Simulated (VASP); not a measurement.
# SnO2 (Pnnm) in VASP: notebook

The runs below take SnO2 through single point, with LDA.

All numbers are computed with VASP 6.6.1; they aren't measurements. Logs are shortened: lines on timing, memory, paths and dates and some standing lists are left out, and cuts for length are marked.

**1. The cell of the first run**

Symmetry: Pnnm, No. 58, orthorhombic system. Conventional cell: a = 4.551 Å, b = 4.551 Å, c = 3.075 Å, α = 90.00°, β = 90.00°, γ = 90.00°. Sn (site symmetry 2/m) has 6 O at 1.95 to 2.01 Å within 2.6 Å. O (site symmetry m) has 3 Sn at 1.95 to 2.01 Å and 1 O at 2.41 Å within 2.6 Å.

**2. Single point, LDA**

Input file INCAR:

```
SYSTEM = SnO2
PREC     = Accurate       ! precision mode
ENCUT    = 520            ! plane-wave cutoff, eV
EDIFF    = 1E-7           ! SCF threshold, eV
ISMEAR   = 0              ! smearing method
SIGMA    = 0.05           ! smearing width, eV
LREAL    = .False.        ! projectors in reciprocal space
LASPH    = .True.         ! aspherical terms in the spheres
NELM     = 100            ! most SCF steps
ALGO     = Normal         ! electronic algorithm
ISIF     = 2              ! what is computed and relaxed
LWAVE    = .False.        ! write WAVECAR
LCHARG   = .False.        ! write CHGCAR
NBANDS   = 35             ! bands
```

Input file KPOINTS:

```
Automatic mesh
0
Gamma
  6 6 8
  0 0 0
```

Input file POSCAR:

```
SnO2
1.0
    4.5508719057      0.0000000000      0.0000000000
    0.0000000000      4.5514309592      0.0000000000
    0.0000000000      0.0000000000      3.0745939119
Sn O
2 4
Direct
    0.5000000000      0.5000000000      0.5000000000
    0.0000000000      0.0000000000      0.0000000000
    0.3059833077      0.3191552360      0.0000000000
    0.8059833077      0.1808447640      0.5000000000
    0.1940166923      0.8191552360      0.5000000000
    0.6940166923      0.6808447640      0.0000000000
```

Potentials or basis: VASP PAW LDA potentials, release 64 (Sn_d, O).

Started as:

```console
> cat potpaw_LDA.64/Sn_d/POTCAR potpaw_LDA.64/O/POTCAR > POTCAR
> mpirun -np 1 vasp_std > vasp.out
```

OUTCAR:

```text
SYSTEM = SnO2
   PREC = Accurate
   ENCUT = 520
   EDIFF = 1E-7
   ISMEAR = 0
   LREAL = .False.
   LASPH = .True.
   NELM = 100
   ISIF = 2

 ion  position               nearest neighbor table
   1  0.500  0.500  0.500-   6 1.95   6 1.95   3 1.95   3 1.95   5 2.01   4 2.01   2 3.57   2 3.57
                             2 3.57   2 3.57   2 3.57   2 3.57   2 3.57   2 3.57
   2  0.000  0.000  0.000-   4 1.95   4 1.95   5 1.95   5 1.95   3 2.01   6 2.01   1 3.57   1 3.57
                             1 3.57   1 3.57   1 3.57   1 3.57   1 3.57   1 3.57
   3  0.306  0.319  0.000-   1 1.95   1 1.95   2 2.01
   4  0.806  0.181  0.500-   2 1.95   2 1.95   1 2.01
   5  0.194  0.819  0.500-   2 1.95   2 1.95   1 2.01
   6  0.694  0.681  0.000-   1 1.95   1 1.95   2 2.01

  LATTYP: Found a simple orthorhombic cell.
 ALAT       =     3.0745939119
 B/A-ratio  =     1.4801538142
 C/A-ratio  =     1.4803356442

  Lattice vectors:

 A1 = (   0.0000000000,   0.0000000000,   3.0745939119)
 A2 = (   4.5508719057,   0.0000000000,   0.0000000000)
 A3 = (   0.0000000000,   4.5514309592,   0.0000000000)

Analysis of symmetry for initial positions (statically):
=====================================================================
 Subroutine PRICEL returns:
 Original cell was already a primitive cell.

 Routine SETGRP: Setting up the symmetry group for a
 simple orthorhombic supercell.

 Subroutine GETGRP returns: Found  8 space group operations
 (whereof  4 operations were pure point group operations)
 out of a pool of  8 trial point group operations.

The static configuration has the point symmetry C_2h.
 The point group associated with its full space group is D_2h.

Analysis of symmetry for dynamics (positions and initial velocities):
=====================================================================
 Subroutine PRICEL returns:
 Original cell was already a primitive cell.

 Routine SETGRP: Setting up the symmetry group for a
 simple orthorhombic supercell.

 Subroutine GETGRP returns: Found  8 space group operations
 (whereof  4 operations were pure point group operations)
 out of a pool of  8 trial point group operations.

The dynamic configuration has the point symmetry C_2h.
 The point group associated with its full space group is D_2h.

 Subroutine INISYM returns: Found  8 space group operations
 (whereof  4 operations are pure point group operations),
 and found     1 'primitive' translations

----------------------------------------------------------------------------------------

                                     Primitive cell

  volume of cell :      63.6840

  direct lattice vectors                    reciprocal lattice vectors
     4.550871906  0.000000000  0.000000000     0.219738112  0.000000000  0.000000000
     0.000000000  4.551430959  0.000000000     0.000000000  0.219711121  0.000000000
     0.000000000  0.000000000  3.074593912     0.000000000  0.000000000  0.325246204

  length of vectors
     4.550871906  4.551430959  3.074593912     0.219738112  0.219711121  0.325246204

  position of ions in fractional coordinates (direct lattice)
     0.500000000  0.500000000  0.500000000
     0.000000000  0.000000000  0.000000000
     0.305983308  0.319155236  0.000000000
     0.805983308  0.180844764  0.500000000
     0.194016692  0.819155236  0.500000000
     0.694016692  0.680844764  0.000000000

  ion indices of the primitive-cell ions
   primitive index   ion index
                 1           1
                 2           2
                 3           3
                 4           4
                 5           5
                 6           6

----------------------------------------------------------------------------------------

 KPOINTS: Automatic mesh

Automatic generation of k-mesh.
 Grid dimensions read from file:
 generate k-points for:    6    6    8

 Generating k-lattice:

  Cartesian coordinates                     Fractional coordinates (reciprocal lattice)
     0.036623019  0.000000000  0.000000000     0.166666667  0.000000000  0.000000000
     0.000000000  0.036618520  0.000000000     0.000000000  0.166666667  0.000000000
     0.000000000  0.000000000  0.040655776     0.000000000  0.000000000  0.125000000

  Length of vectors
     0.036623019  0.036618520  0.040655776

  Shift w.r.t. Gamma in fractional coordinates (k-lattice)
     0.000000000  0.000000000  0.000000000

 Subroutine IBZKPT returns following result:
 ===========================================

 Found     80 irreducible k-points:

 Following reciprocal coordinates:
            Coordinates               Weight
  0.000000  0.000000  0.000000      1.000000
  0.166667  0.000000  0.000000      2.000000
  0.333333  0.000000  0.000000      2.000000
  0.500000  0.000000  0.000000      1.000000
  0.000000  0.166667  0.000000      2.000000
  0.166667  0.166667  0.000000      4.000000
[... 16 lines left out ...]
  0.333333  0.166667  0.125000      8.000000
  0.500000  0.166667  0.125000      4.000000
 [... further k-points ...]
   k-points           NKPTS =     80   k-points in BZ     NKDIM =     80   number of bands    NBANDS=     35
   number of dos      NEDOS =    301   number of ions     NIONS =      6
   total plane-waves  NPLWV =  31104
   dimension x,y,z NGX =    36 NGY =   36 NGZ =   24
   dimension x,y,z NGXF=    72 NGYF=   72 NGZF=   48
   ions per type =               2   4
   NGX,Y,Z   is equivalent  to a cutoff of  13.15, 13.15, 12.98 a.u.
   NGXF,Y,Z  is equivalent  to a cutoff of  26.30, 26.30, 25.95 a.u.
 SYSTEM =  SnO2
   PREC   = accura    normal or accurate (medium, high low for compatibility)
   ISTART =      0    job   : 0-new  1-cont  2-samecut
   ICHARG =      2    charge: 1-file 2-atom 10-const
   ISPIN  =      1    spin polarized calculation?
   LNONCOLLINEAR =      F non collinear calculations
   LSORBIT =      F    spin-orbit coupling
   LASPH  =      T    aspherical Exc in radial PAW
   ENCUT  =  520.0 eV  38.22 Ry    6.18 a.u.   8.46  8.46  5.72*2*pi/ulx,y,z
   NELM   =    100;   NELMIN=  2; NELMDL= -5     # of ELM steps
   EDIFF  = 0.1E-06   stopping-criterion for ELM
   LREAL  =      F    real-space projection
   EDIFFG = 0.1E-05   stopping-criterion for IOM
   NSW    =      0    number of steps for IOM
   IBRION =     -1    ionic relax: 0-MD 1-quasi-New 2-CG
   NFREE  =      0    steps in history (QN), initial steepest desc. (CG)
   ISIF   =      2    stress and relaxation
   ISYM   =      2    0-nonsym 1-usesym 2-fastsym
   POTIM  = 0.5000    time-step for ionic-motion
   TEBEG  =    0.0;   TEEND  =   0.0 temperature during run
   PSTRESS=    0.0 pullay stress
   NELECT =      52.0000    total number of electrons
   NUPDOWN=      -1.0000    fix difference up-down
   EMIN   =  10.00;   EMAX   =-10.00  energy-range for DOS
   EFERMI =   0.00;   METHOD = LEGACY
   ISMEAR =     0;   SIGMA  =   0.05  broadening in eV -4-tet -1-fermi 0-gaus
   EFERMI_NEDOS =   21; number of points for ismear=-14 and -15
   IALGO  =     38    algorithm
   IMIX   =      4    mixing-type and parameters
     AMIX     =   0.40;   BMIX     =  1.00
     AMIX_MAG =   1.60;   BMIX_MAG =  1.00
  volume/ion in A,a.u.               =      10.61        71.63
  Fermi-wavevector in a.u.,A,eV,Ry     =   1.530145  2.891554 31.855903  2.341343
  Thomas-Fermi vector in A             =   2.637668
   LORBIT       =      0    0 simple, 1 ext, 2 COOP (PROOUT), +10 PAW based schemes
   GGA     = CA    functional components
   LHFCALC =     F    Hartree Fock is set to
   AEXX    =    0.0000 exact exchange contribution
   IVDW    =     0    specifies the selected vdW correction
   LEPSILON=     F    determine dielectric tensor
   LRPA    =     F    only Hartree local field effects (RPA)
 non-spin polarized calculation
 Gauss-broadening in eV      SIGMA  =   0.05
  energy-cutoff  :      520.00
  volume of cell :       63.68
 maximum number of plane-waves:      1736
 NGX is ok and might be reduce to    36
   NGX = 17   NGY = 17   NGZ = 11

 number of electron      52.0000049 magnetization

 Free energy of the ion-electron system (eV)
  ---------------------------------------------------
  ext. energy  EPLUGINS =         0.00000000
  ---------------------------------------------------
  free energy    TOTEN  =       -41.35725957 eV

  energy without entropy =      -41.35725957  energy(sigma->0) =      -41.35725957

 E-fermi :   7.5293     XC(G=0): -12.4132

 val. band max:        7.2897328134   @ k =   0.0000   0.0000   0.0000
 cond. band min:      10.0047311842   @ k =   0.0000   0.0000   0.0000
 fundamental gap:      2.7149983708
 Fermi energy:         7.5292643729

 k-point     1 :       0.0000    0.0000    0.0000
  band No.  band energies     occupation
      1     -13.9862      2.00000
      2     -13.2962      2.00000
      3     -12.4135      2.00000
      4     -12.4077      2.00000
      5     -12.3884      2.00000
      6     -12.2239      2.00000
[... 27 lines left out ...]
     34      20.2521      0.00000
     35      20.5310      0.00000

 k-point     2 :       0.1667    0.0000    0.0000
  band No.  band energies     occupation
      1     -13.9369      2.00000
      2     -13.3041      2.00000
      3     -12.4106      2.00000
      4     -12.4053      2.00000
      5     -12.3926      2.00000
      6     -12.3103      2.00000
[... 27 lines left out ...]
     34      20.2944      0.00000
     35      20.4098      0.00000

 k-point     3 :       0.3333    0.0000    0.0000
  band No.  band energies     occupation
      1     -13.7954      2.00000
      2     -13.3918      2.00000
      3     -12.4163      2.00000
      4     -12.4062      2.00000
      5     -12.4041      2.00000
      6     -12.4007      2.00000
[... 27 lines left out ...]
     34      20.1690      0.00000
     35      20.2807      0.00000
[... 723 lines left out ...]
 k-point    23 :       0.3333    0.1667    0.1250
  band No.  band energies     occupation
      1     -13.6884      2.00000
      2     -13.3106      2.00000
      3     -12.7861      2.00000
      4     -12.7045      2.00000
      5     -12.3163      2.00000
      6     -12.2501      2.00000
[... 27 lines left out ...]
     34      20.2505      0.00000
     35      20.4755      0.00000

 k-point    24 :       0.5000    0.1667    0.1250
  band No.  band energies     occupation
      1     -13.5177      2.00000
      2     -13.5177      2.00000
      3     -12.7431      2.00000
      4     -12.7431      2.00000
      5     -12.2839      2.00000
      6     -12.2839      2.00000
[... 27 lines left out ...]
     34      19.9926      0.00000
     35      21.0179      0.00000

 [... further k-points ...]
[... 5 lines left out ...]
  --------------------------------------------------------------------------------------
  -------------------------------------------------------------------------------------
  Total       12.0130567     11.6624696     18.3920270      0.0000000      0.0000000      0.0000000
  in kB      302.2273593    293.4072052    462.7110211      0.0000000      0.0000000      0.0000000
  external PRESSURE =     352.7818619 kB  Pullay stress =       0.0000000 kB

 VOLUME and BASIS-vectors are now :
 -----------------------------------------------------------------------------
  energy-cutoff  :      520.00
  volume of cell :       63.68
      direct lattice vectors                 reciprocal lattice vectors
     4.550871906  0.000000000  0.000000000     0.219738112  0.000000000  0.000000000
     0.000000000  4.551430959  0.000000000     0.000000000  0.219711121  0.000000000
     0.000000000  0.000000000  3.074593912     0.000000000  0.000000000  0.325246204

 POSITION                                       TOTAL-FORCE (eV/Angst)
 -----------------------------------------------------------------------------------
      2.27544      2.27572      1.53730         0.000000      0.000000      0.000000
      0.00000      0.00000      0.00000         0.000000      0.000000      0.000000
      1.39249      1.45261      0.00000        -1.404670     -1.309161      0.000000
      3.66793      0.82310      1.53730        -1.404670      1.309161      0.000000
      0.88295      3.72833      1.53730         1.404670     -1.309161     -0.000000
      3.15838      3.09882      0.00000         1.404670      1.309161     -0.000000
 -----------------------------------------------------------------------------------
    total drift:                                0.000000     -0.000000      0.000000

  FREE ENERGIE OF THE ION-ELECTRON SYSTEM (eV)
  ---------------------------------------------------
  free  energy   TOTEN  =       -41.3572595720 eV

  energy  without entropy=      -41.3572595720  energy(sigma->0) =      -41.35725957
```

Run time: 79 s. Hardware: 1 thread of Intel Xeon Platinum 8375C at 2.90GHz (Ice Lake), shared host; peak memory 0.25 GiB.

What came out:

* Free energy: -41.3573 eV
* Pressure: 35.3 GPa
* Largest force: 1.920 eV/Å
* Band gap on the k mesh: 2.71 eV, direct

Forces on the atoms (eV/Å):
```
Sn   0.000  0.000  0.000
Sn   0.000  0.000  0.000
O   -1.405 -1.309  0.000
O   -1.405  1.309  0.000
O    1.405 -1.309  0.000
O    1.405  1.309  0.000
```

Stress tensor (GPa, compression positive):
```
30.22  0.00  0.00
 0.00 29.34  0.00
 0.00  0.00 46.27
```

Caveat: spin-orbit coupling is left out, which moves the levels of the heavy elements; forces of over 1 eV/Å act on the atoms, so gaps and moduli don't describe the material at rest. As with any semilocal functional, this LDA gap is likely too small.

(Part 1 of 2 ends here.)
